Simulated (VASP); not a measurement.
# Al (Pm-3m) in VASP: notebook, part 2 of 2

VASP 6.6.1.

**4. Relaxation of cell and atoms, PBEsol**

This run uses another cell than the first one, of 17.47 Å³/atom, 0.886 times its volume.

INCAR reads:

```
SYSTEM = Al
PREC = Accurate ; ENCUT = 600
EDIFF = 1E-6 ; ISMEAR = -1
SIGMA = 0.08 ; LREAL = .FALSE.
LASPH = .TRUE. ; NELM = 100
ALGO = Normal ; ISIF = 3
LWAVE = .FALSE. ; LCHARG = .FALSE.
GGA = PS ; IBRION = 2
NSW = 60 ; EDIFFG = -0.005
```

KPOINTS reads:

```
Automatic mesh
0
G
  16 16 16
  0 0 0
```

POSCAR reads:

```
Al
1.0
    2.5948200617      0.0000000000      0.0000000000
    0.0000000000      2.5948200617      0.0000000000
    0.0000000000      0.0000000000      2.5948200617
Al
1
Direct
    0.0000000000      0.0000000000      0.0000000000
```

Potentials or basis: VASP PAW PBE potentials, release 64 (Al).

Launch:

```sh
> cat potpaw_PBE.64/Al/POTCAR > POTCAR
> mpirun -np 1 vasp_std > vasp.out
```

OUTCAR:

```text
SYSTEM = Al
   PREC = Accurate
   ENCUT = 600
   EDIFF = 1E-6
   ISMEAR = -1
   LREAL = .FALSE.
   LASPH = .TRUE.
   NELM = 100
   ISIF = 3
   GGA = PS
   IBRION = 2
   NSW = 60
   EDIFFG = -0.005

 ion  position               nearest neighbor table
   1  0.000  0.000  0.000-

  LATTYP: Found a simple cubic cell.
 ALAT       =     2.5948200617

  Lattice vectors:

 A1 = (   2.5948200617,   0.0000000000,   0.0000000000)
 A2 = (   0.0000000000,   2.5948200617,   0.0000000000)
 A3 = (   0.0000000000,   0.0000000000,   2.5948200617)

Analysis of symmetry for initial positions (statically):
[... 312 lines left out ...]
 number of electron       3.0000000 magnetization

 Free energy of the ion-electron system (eV)
  ---------------------------------------------------
  ext. energy  EPLUGINS =         0.00000000
  ---------------------------------------------------
  free energy    TOTEN  =        -3.69165941 eV

  energy without entropy =       -3.68127424  energy(sigma->0) =       -3.68646682

 E-fermi :   5.7744     XC(G=0):  -9.5634

 val. band max:        5.7114003460   @ k =   0.3125   0.1250   0.0625
 cond. band min:       5.8045609169   @ k =   0.3750   0.3125   0.1250
 fundamental gap:      0.0931605709
 Fermi energy:         5.7744329010

 k-point     1 :       0.0000    0.0000    0.0000
  band No.  band energies     occupation
      1      -3.8816      2.00000
      2      13.8260      0.00000
      3      13.8260      0.00000
      4      15.0563      0.00000
      5      15.0563      0.00000
[... 177 lines left out ...]
 k-point    24 :       0.5000    0.1250    0.0000
  band No.  band energies     occupation
      1       0.8738      2.00000
      2       1.8986      2.00000
      3      14.1783      0.00000
      4      16.6382      0.00000
      5      18.9009      0.00000

 [... further k-points ...]
[... 5 lines left out ...]
  --------------------------------------------------------------------------------------
  -------------------------------------------------------------------------------------
  Total       -0.0015750     -0.0015750     -0.0015750     -0.0000000     -0.0000000     -0.0000000
  in kB       -0.1278096     -0.1278096     -0.1278096     -0.0000000     -0.0000000     -0.0000000
  external PRESSURE =      -0.1278096 kB  Pullay stress =       0.0000000 kB
[... 16 lines left out ...]
  FREE ENERGIE OF THE ION-ELECTRON SYSTEM (eV)
  ---------------------------------------------------
  free  energy   TOTEN  =        -3.6916594073 eV

  energy  without entropy=       -3.6812742375  energy(sigma->0) =       -3.68646682

 reached required accuracy - stopping structural energy minimisation
```

CONTCAR:

```text
Al
   1.00000000000000
     2.7027700433982935   -0.0000000000000000   -0.0000000000000000
    -0.0000000000000000    2.7027700433982935   -0.0000000000000000
     0.0000000000000000    0.0000000000000000    2.7027700433982935
  Al
     1
Direct
     0.0000000000000000    0.0000000000000000    0.0000000000000000

  0.00000000E+00  0.00000000E+00  0.00000000E+00
```

Run time: 13 s. Hardware: 1 thread of Intel Xeon Platinum 8488C (Sapphire Rapids), shared host; peak memory 0.15 GiB.

Results:

```
Free energy                            : -3.6917 eV
Relaxed volume                         : 19.74 Å³/atom
Relaxed cell                           : a = 2.703 Å, b = 2.703 Å, c = 2.703 Å, α = 90.00°, β = 90.00°, γ = 90.00°
Space group after relaxing (to 0.05 Å) : Pm-3m (No. 221)
Energy gained by relaxing              : 61.3 meV/atom
Ionic steps                            : 5
Pressure after relaxing                : 0.0 GPa
```

Step by step:
```
step  energy change (eV)  largest force (eV/Å)  pressure (GPa)  volume (Å³)
   1              0.0000                0.0000            9.65        17.47
   2             -0.0588                0.0000           -1.50        20.27
   3             -0.0613                0.0000            0.05        19.73
   4             -0.0613                0.0000           -0.09        19.78
   5             -0.0613                0.0000           -0.01        19.74
```

Final structure:
```
Al
1.0
     2.70277    0.00000    0.00000
     0.00000    2.70277    0.00000
     0.00000    0.00000    2.70277
Al
1
Direct
  0.00000 0.00000 0.00000
```

Levels at points of the mesh, in eV from the Fermi level:
```csv
k point,band 1,band 2,band 3,band 4,band 5
"(0.00, 0.00, 0.00)",-9.66,8.05,8.05,9.28,9.28
"(0.50, 0.00, 0.00)",-5.21,-4.16,10.65,12.89,12.89
"(0.50, 0.50, 0.00)",-0.54,-0.54,-0.18,2.13,16.55
"(0.50, 0.50, 0.50)",2.95,2.95,2.95,5.59,5.59
```

Caveat: the PAW data sets were made with another functional, which shifts forces and pressure a little.

**5. Relaxation of cell and atoms, PBEsol**

This run uses another cell than the first one, of 17.47 Å³/atom, 0.886 times its volume.

INCAR reads:

```
  PREC = Accurate
  ENCUT = 600
  EDIFF = 1E-6
  ISMEAR = -1
  SIGMA = 0.01
  LREAL = False
  LASPH = True
  NELM = 80
  ALGO = Normal
  ISIF = 3
  LWAVE = False
  LCHARG = False
  GGA = PS
  IBRION = 2
  NSW = 60
  EDIFFG = -0.05
```

KPOINTS reads:

```
regular mesh
0
Gamma
  16 16 16
```

POSCAR is that of step 4.

Launch:

```sh
> cat potpaw_PBE.64/Al/POTCAR > POTCAR
> mpirun -np 1 vasp_std > vasp.out
```

Run time: 10 s. Hardware: 1 thread of Intel Xeon Platinum 8488C (Sapphire Rapids), shared host; peak memory 0.14 GiB.

It converged, with:

```
Free energy                            : -3.6871 eV
Relaxed volume                         : 19.72 Å³/atom
Relaxed cell                           : a = 2.702 Å, b = 2.702 Å, c = 2.702 Å, α = 90.00°, β = 90.00°, γ = 90.00°
Space group after relaxing (to 0.05 Å) : Pm-3m (No. 221)
Energy gained by relaxing              : 61.1 meV/atom
Ionic steps                            : 3
Pressure after relaxing                : 0.0 GPa
```

The path:
| step | energy change (eV) | largest force (eV/Å) | pressure (GPa) | volume (Å³) |
| --- | --- | --- | --- | --- |
| 1 | 0.0000 | 0.0000 | 9.62 | 17.47 |
| 2 | -0.0586 | 0.0000 | -1.49 | 20.26 |
| 3 | -0.0611 | 0.0000 | 0.05 | 19.72 |

Final structure:
```yaml
crystal:
  lattice:
    - [2.70189, 0.00000, 0.00000]
    - [0.00000, 2.70189, 0.00000]
    - [0.00000, 0.00000, 2.70189]
  atoms:
    - { symbol: Al, position: [0.00000, 0.00000, 0.00000] }
```

Levels at points of the mesh, in eV from the Fermi level:
| k point | band 1 | band 2 | band 3 | band 4 | band 5 |
| --- | --- | --- | --- | --- | --- |
| (0.00, 0.00, 0.00) | -9.68 | 8.03 | 8.03 | 9.27 | 9.27 |
| (0.50, 0.00, 0.00) | -5.23 | -4.19 | 10.64 | 12.88 | 12.88 |
| (0.50, 0.50, 0.00) | -0.56 | -0.56 | -0.20 | 2.11 | 16.54 |
| (0.50, 0.50, 0.50) | 2.94 | 2.94 | 2.94 | 5.57 | 5.57 |

Caveat: the PAW data sets were made with another functional, which shifts forces and pressure a little.

**6. Overview**

| task | cell | cutoff (eV) | smearing | gap on the mesh (eV) | pressure (GPa) | relaxed volume (Å³/atom) |
| --- | --- | --- | --- | --- | --- | --- |
| single point | a = 2.702 Å, 1 atom | 520 | fermi-dirac 0.08 eV | none | 0.1 | - |
| single point | a = 2.701 Å, 1 atom | 520 | fermi-dirac 0.01 eV | none | 0.1 | - |
| relaxation of cell and atoms | relaxed from a = 2.595 Å, 1 atom | 600 | fermi-dirac 0.08 eV | none | 0.0 | 19.74 |
| relaxation of cell and atoms | relaxed from a = 2.595 Å, 1 atom | 600 | fermi-dirac 0.01 eV | none | 0.0 | 19.72 |

Alike in all rows: level PBEsol; potentials or basis VASP PAW PBE potentials, release 64 (Al); no spin polarisation; k mesh 16 × 16 × 16.

Caveats: the PAW data sets were made with another functional, which shifts forces and pressure a little.

Total energies depend on the potentials used, so only differences within one code and one set of settings carry meaning.
